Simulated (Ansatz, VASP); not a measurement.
**Ga: VASP beside Ansatz**

```xyz
6
Lattice="-3.0521 3.0521 3.0521 3.0521 -3.0521 3.0521 3.0521 3.0521 -3.0521" Properties=species:S:1:pos:R:3 pbc="T T T"
Ga    2.2891    3.0521   -1.5261
Ga    3.0521   -1.5261    2.2891
Ga    0.7630    3.0521    1.5261
Ga   -1.5261    2.2891    3.0521
Ga    1.5261    0.7630    3.0521
Ga    3.0521    1.5261    0.7630
```

Alike in both runs: functional PBE; k mesh 8 × 8 × 8; occupations gaussian, width 0.1 eV; no spin polarisation.

Ansatz relaxed the structure, and its values are those at the end. VASP's run is a single point on that final structure, the one shown.

|  | VASP | Ansatz |
| --- | --- | --- |
| version | VASP 6.6.1 | Ansatz 0.2.0 |
| potentials or method | VASP PAW PBE potentials, release 64 (Ga_d), cutoff 520 eV | scalar-relativistic, plane waves, PAW |
| valence electrons in the cell | 78 | 78 |

VASP gave:

```
gap on the k mesh at the Fermi level (eV) : none
pressure (GPa)                            : 0.1
```

Q: Estimate Ansatz's values.

A: gap on the k mesh at the Fermi level (eV): none; pressure (GPa): 0.0.

A gap of «none» marks a metal or a gap that the smearing closes. With one functional, cell and mesh, what is left measures potentials, basis and numerics.
